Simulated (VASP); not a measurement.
# KTaO3 (P4/mmm) in VASP: further runs

The runs below take KTaO3 through single point, with PBEsol.

Program: VASP 6.6.1. These are calculated values, not measurements. Logs are shortened: lines on timing, memory, paths and dates and some standing lists are left out, and cuts for length are marked.

## Step 1: The cell of the first run

Symmetry: P4/mmm, No. 123, tetragonal system. Conventional cell: a = 3.988 Å, b = 3.988 Å, c = 3.789 Å, α = 90.00°, β = 90.00°, γ = 90.00°. K (site symmetry 4/mmm) has 12 O at 2.75 to 2.82 Å and 8 Ta at 3.40 Å within 3.6 Å. Within 2.5 Å of Ta (site symmetry 4/mmm) lie 6 O at 1.89 to 1.99 Å. O (site symmetry 4/mmm) has 2 Ta at 1.89 Å within 2.5 Å. O (site symmetry mmm) has 2 Ta at 1.99 Å within 2.6 Å.

## Step 2: Single point, PBEsol (strain -0.0500 x Voigt [1, 0, 0, 0, 0, 0])

INCAR reads:

```
PREC     = Accurate       # precision mode
ENCUT    = 520            # plane-wave cutoff, eV
EDIFF    = 1E-7           # SCF threshold, eV
ISMEAR   = 0              # smearing method
SIGMA    = 0.05           # smearing width, eV
LREAL    = False          # projectors in reciprocal space
LASPH    = True           # aspherical terms in the spheres
NELM     = 60             # most SCF steps
ALGO     = Normal         # electronic algorithm
ISIF     = 2              # what is computed and relaxed
LWAVE    = False          # write WAVECAR
LCHARG   = False          # write CHGCAR
GGA      = PS             # functional
NBANDS   = 27             # bands
```

KPOINTS reads:

```
regular mesh
0
Gamma
  8 8 8
```

POSCAR reads:

```
KTaO3
1.0
    3.7888850000      0.0000000000      0.0000000000
    0.0000000000      3.9883000000      0.0000000000
    0.0000000000      0.0000000000      3.9883000000
K Ta O
1 1 3
Direct
    0.5000000000      0.5000000000      0.5000000000
    0.0000000000      0.0000000000      0.0000000000
    0.5000000000      0.0000000000      0.0000000000
    0.0000000000      0.5000000000      0.0000000000
    0.0000000000      0.0000000000      0.5000000000
```

Potentials or basis: VASP PAW PBE potentials, release 64 (K_sv, Ta_pv, O).

On the command line:

```console
$ cat potpaw_PBE.64/K_sv/POTCAR potpaw_PBE.64/Ta_pv/POTCAR potpaw_PBE.64/O/POTCAR > POTCAR
$ mpirun -np 1 vasp_std > vasp.out
```

OUTCAR:

```text
PREC = Accurate
   ENCUT = 520
   EDIFF = 1E-7
   ISMEAR = 0
   LREAL = False
   LASPH = True
   NELM = 60
   ISIF = 2
   GGA = PS

 ion  position               nearest neighbor table
   1  0.500  0.500  0.500-   4 2.75   5 2.75   4 2.75   5 2.75   4 2.75   5 2.75   4 2.75   5 2.75
                             3 2.82   3 2.82   3 2.82   3 2.82   2 3.40   2 3.40   2 3.40   2 3.40
   2  0.000  0.000  0.000-   3 1.89   3 1.89   5 1.99   5 1.99   4 1.99   4 1.99   1 3.40   1 3.40
                             1 3.40   1 3.40   1 3.40   1 3.40   1 3.40   1 3.40
   3  0.500  0.000  0.000-   2 1.89   2 1.89   1 2.82   1 2.82   1 2.82   1 2.82
   4  0.000  0.500  0.000-   2 1.99   2 1.99   1 2.75   1 2.75   1 2.75   1 2.75
   5  0.000  0.000  0.500-   2 1.99   2 1.99   1 2.75   1 2.75   1 2.75   1 2.75

  LATTYP: Found a simple tetragonal cell.
 ALAT       =     3.9883000000
 C/A-ratio  =     0.9500000000

  Lattice vectors:

 A1 = (   0.0000000000,   3.9883000000,   0.0000000000)
 A2 = (   0.0000000000,   0.0000000000,   3.9883000000)
 A3 = (   3.7888850000,   0.0000000000,   0.0000000000)

Analysis of symmetry for initial positions (statically):
=====================================================================
 Subroutine PRICEL returns:
 Original cell was already a primitive cell.

 Routine SETGRP: Setting up the symmetry group for a
 simple tetragonal supercell.

 Subroutine GETGRP returns: Found 16 space group operations
 (whereof 16 operations were pure point group operations)
 out of a pool of 16 trial point group operations.

The static configuration has the point symmetry D_4h.

Analysis of symmetry for dynamics (positions and initial velocities):
=====================================================================
 Subroutine PRICEL returns:
 Original cell was already a primitive cell.

 Routine SETGRP: Setting up the symmetry group for a
 simple tetragonal supercell.

 Subroutine GETGRP returns: Found 16 space group operations
 (whereof 16 operations were pure point group operations)
 out of a pool of 16 trial point group operations.

The dynamic configuration has the point symmetry D_4h.

 Subroutine INISYM returns: Found 16 space group operations
 (whereof 16 operations are pure point group operations),
 and found     1 'primitive' translations

----------------------------------------------------------------------------------------

                                     Primitive cell

  volume of cell :      60.2680

[... 91 lines left out ...]
   LASPH  =      T    aspherical Exc in radial PAW
   ENCUT  =  520.0 eV  38.22 Ry    6.18 a.u.   7.04  7.42  7.42*2*pi/ulx,y,z
   NELM   =     60;   NELMIN=  2; NELMDL= -5     # of ELM steps
   EDIFF  = 0.1E-06   stopping-criterion for ELM
   LREAL  =      F    real-space projection
   EDIFFG = 0.1E-05   stopping-criterion for IOM
   NSW    =      0    number of steps for IOM
   IBRION =     -1    ionic relax: 0-MD 1-quasi-New 2-CG
   NFREE  =      0    steps in history (QN), initial steepest desc. (CG)
   ISIF   =      2    stress and relaxation
   ISYM   =      2    0-nonsym 1-usesym 2-fastsym
   POTIM  = 0.5000    time-step for ionic-motion
   TEBEG  =    0.0;   TEEND  =   0.0 temperature during run
   PSTRESS=    0.0 pullay stress
   NELECT =      38.0000    total number of electrons
   NUPDOWN=      -1.0000    fix difference up-down
   EMIN   =  10.00;   EMAX   =-10.00  energy-range for DOS
   EFERMI =   0.00;   METHOD = LEGACY
   ISMEAR =     0;   SIGMA  =   0.05  broadening in eV -4-tet -1-fermi 0-gaus
   EFERMI_NEDOS =   21; number of points for ismear=-14 and -15
   IALGO  =     38    algorithm
   IMIX   =      4    mixing-type and parameters
     AMIX     =   0.40;   BMIX     =  1.00
     AMIX_MAG =   1.60;   BMIX_MAG =  1.00
  volume/ion in A,a.u.               =      12.05        81.34
  Fermi-wavevector in a.u.,A,eV,Ry     =   1.403806  2.652808 26.812600  1.970671
  Thomas-Fermi vector in A             =   2.526431
   LORBIT       =      0    0 simple, 1 ext, 2 COOP (PROOUT), +10 PAW based schemes
   GGA     = PS    functional components
   LHFCALC =     F    Hartree Fock is set to
   AEXX    =    0.0000 exact exchange contribution
   IVDW    =     0    specifies the selected vdW correction
   LEPSILON=     F    determine dielectric tensor
   LRPA    =     F    only Hartree local field effects (RPA)
 non-spin polarized calculation
 Gauss-broadening in eV      SIGMA  =   0.05
  energy-cutoff  :      520.00
  volume of cell :       60.27
 maximum number of plane-waves:      1655
   NGX = 15   NGY = 15   NGZ = 15

 number of electron      37.9999981 magnetization

 Free energy of the ion-electron system (eV)
  ---------------------------------------------------
  ext. energy  EPLUGINS =         0.00000000
  ---------------------------------------------------
  free energy    TOTEN  =       -42.63903221 eV

  energy without entropy =      -42.63903221  energy(sigma->0) =      -42.63903221

 E-fermi :   2.2896     XC(G=0): -11.4114

 val. band max:        2.0564601133   @ k =   0.5000   0.5000   0.5000
 cond. band min:       4.1472325491   @ k =   0.0000   0.0000   0.0000
 fundamental gap:      2.0907724358
 Fermi energy:         2.2896038525

 k-point     1 :       0.0000    0.0000    0.0000
  band No.  band energies     occupation
      1     -31.9119      2.00000
      2     -31.7797      2.00000
      3     -31.7797      2.00000
      4     -25.0536      2.00000
      5     -15.8757      2.00000
      6     -14.9735      2.00000
[... 709 lines left out ...]
     26      13.3870      0.00000
     27      13.6740      0.00000

 [... further k-points ...]
[... 5 lines left out ...]
  --------------------------------------------------------------------------------------
  -------------------------------------------------------------------------------------
  Total       11.4302634      1.7825980      1.7825980      0.0000000      0.0000000     -0.0000000
  in kB      303.8643575     47.3889338     47.3889338      0.0000000      0.0000000     -0.0000000
  external PRESSURE =     132.8807417 kB  Pullay stress =       0.0000000 kB

 VOLUME and BASIS-vectors are now :
 -----------------------------------------------------------------------------
  energy-cutoff  :      520.00
  volume of cell :       60.27
      direct lattice vectors                 reciprocal lattice vectors
     3.788885000  0.000000000  0.000000000     0.263929890  0.000000000  0.000000000
     0.000000000  3.988300000  0.000000000     0.000000000  0.250733395  0.000000000
     0.000000000  0.000000000  3.988300000     0.000000000  0.000000000  0.250733395

 POSITION                                       TOTAL-FORCE (eV/Angst)
 -----------------------------------------------------------------------------------
      1.89444      1.99415      1.99415         0.000000      0.000000      0.000000
      0.00000      0.00000      0.00000         0.000000      0.000000      0.000000
      1.89444      0.00000      0.00000         0.000000      0.000000      0.000000
      0.00000      1.99415      0.00000         0.000000      0.000000      0.000000
      0.00000      0.00000      1.99415         0.000000      0.000000      0.000000
 -----------------------------------------------------------------------------------
    total drift:                                0.000000      0.000000     -0.000000

  FREE ENERGIE OF THE ION-ELECTRON SYSTEM (eV)
  ---------------------------------------------------
  free  energy   TOTEN  =       -42.6390322106 eV

  energy  without entropy=      -42.6390322106  energy(sigma->0) =      -42.63903221
```

OSZICAR:

```text
N       E                     dE             d eps       ncg     rms          rms(c)
DAV:   1     0.325632280655E+03    0.32563E+03   -0.20837E+04  4050   0.142E+03
DAV:   2    -0.306786359515E+02   -0.35631E+03   -0.34575E+03  4722   0.412E+02
DAV:   3    -0.496366095307E+02   -0.18958E+02   -0.18863E+02  5587   0.923E+01
DAV:   4    -0.503080307500E+02   -0.67142E+00   -0.67019E+00  6769   0.110E+01
DAV:   5    -0.503110040093E+02   -0.29733E-02   -0.29729E-02  5273   0.802E-01    0.380E+01
DAV:   6    -0.428734976904E+02    0.74375E+01   -0.30403E+01  4837   0.385E+01    0.152E+01
DAV:   7    -0.427146734140E+02    0.15882E+00   -0.15399E+00  5353   0.802E+00    0.102E+01
DAV:   8    -0.426507522705E+02    0.63921E-01   -0.29417E-01  4827   0.446E+00    0.236E+00
DAV:   9    -0.426398227661E+02    0.10930E-01   -0.25879E-02  5180   0.120E+00    0.278E-01
DAV:  10    -0.426390540616E+02    0.76870E-03   -0.88341E-03  5392   0.633E-01    0.139E-01
DAV:  11    -0.426390143952E+02    0.39666E-04   -0.72169E-04  5482   0.180E-01    0.331E-02
DAV:  12    -0.426390267714E+02   -0.12376E-04   -0.30338E-05  5492   0.391E-02    0.213E-02
DAV:  13    -0.426390322068E+02   -0.54354E-05   -0.58509E-06  5626   0.168E-02    0.527E-03
DAV:  14    -0.426390322106E+02   -0.37762E-08   -0.79673E-07  5620   0.647E-03
   1 F= -.42639032E+02 E0= -.42639032E+02  d E =-.260813E-13
```

stdout:

```text
POSCAR found type information on POSCAR K TaO
 POSCAR found :  3 types and       5 ions
 scaLAPACK will be used
 -----------------------------------------------------------------------------
|                                                                             |
|                                                                             |
|     You enforced a specific xc type in the INCAR file but a different       |
|     I HOPE YOU KNOW WHAT YOU ARE DOING!                                     |
|                                                                             |
 -----------------------------------------------------------------------------

 LDA part: xc-table for (Slater+PW92), standard interpolation
 POSCAR, INCAR and KPOINTS ok, starting setup
 FFT: planning ... GRIDC
 FFT: planning ... GRID_SOFT
 FFT: planning ... GRID
 WAVECAR not read
 entering main loop
```

Wall time 84 s (1 thread of Intel Xeon Platinum 8559C (Emerald Rapids), shared host); peak memory 0.24 GiB.

Results:

| Quantity | Value |
| --- | --- |
| Free energy | -42.6390 eV |
| Pressure | 13.3 GPa |
| Band gap on the k mesh | 2.09 eV (least direct gap 2.64 eV) |

Caveat: the cell differs from its parent crystal (strain -0.0500 x Voigt [1, 0, 0, 0, 0, 0]); the cell stands under pressure; the PAW data sets were made with another functional, which shifts forces and pressure a little; spin-orbit coupling is left out, which moves the levels of the heavy elements.

## Step 3: Single point, PBEsol (strain +0.0250 x Voigt [1, 0, 0, 0, 0, 0])

INCAR reads:

```
PREC = Accurate
ENCUT = 520
EDIFF = 1E-7
ISMEAR = 0
SIGMA = 0.05
LREAL = F
LASPH = T
NELM = 80
ALGO = Normal
ISIF = 2
LWAVE = F
LCHARG = T
GGA = PS
LELF = T
LVHAR = T
NBANDS = 27
```

KPOINTS is that of step 2.

Changes to POSCAR since step 2:

```diff
@@ -2,3 +2,3 @@
 1.0
-    3.7888850000      0.0000000000      0.0000000000
+    4.0880075000      0.0000000000      0.0000000000
     0.0000000000      3.9883000000      0.0000000000
```

Potentials or basis: VASP PAW PBE potentials, release 64 (K_sv, Ta_pv, O).

On the command line:

```console
$ cat potpaw_PBE.64/K_sv/POTCAR potpaw_PBE.64/Ta_pv/POTCAR potpaw_PBE.64/O/POTCAR > POTCAR
$ mpirun -np 1 vasp_std > vasp.out
```

Wall time 1.9 min (1 thread of Intel Xeon Platinum 8559C (Emerald Rapids), shared host); peak memory 0.26 GiB.

It converged, with:

* Free energy: -42.8741 eV
* Pressure: -4.3 GPa
* Band gap on the k mesh: 2.01 eV (least direct gap 2.63 eV)

Stress tensor (GPa, compression positive):
```
-9.72  0.00  0.00
 0.00 -1.56  0.00
 0.00  0.00 -1.56
```

Levels at points of the mesh, in eV from the valence-band top:
```
           k point  band 15  band 16  band 17  band 18  band 19  band 20  band 21  band 22  band 23  band 24
(0.00, 0.00, 0.00)    -1.01    -1.01    -0.66    -0.62    -0.62     2.01     2.01     2.04     6.01     6.48
(0.50, 0.00, 0.00)    -2.28    -2.22    -1.54    -0.90    -0.90     2.17     4.61     4.61     6.69     8.19
(0.00, 0.50, 0.00)    -2.26    -2.12    -1.46    -0.88    -0.81     2.17     4.91     4.91     6.34     8.04
(0.50, 0.50, 0.00)    -2.57    -1.73    -1.53    -1.52    -0.05     4.65     4.94     6.03     7.51     9.83
(0.00, 0.50, 0.50)    -2.95    -1.70    -1.27    -1.27    -0.07     4.95     4.95     6.24     6.91    10.04
(0.50, 0.50, 0.50)    -3.80    -3.80    -0.04     0.00     0.00     6.16     6.16     6.36     8.66     8.66
```

Caveat: the cell differs from its parent crystal (strain +0.0250 x Voigt [1, 0, 0, 0, 0, 0]); the cell stands under tension; the PAW data sets were made with another functional, which shifts forces and pressure a little; spin-orbit coupling is left out, which moves the levels of the heavy elements. A k mesh can miss the band edges.
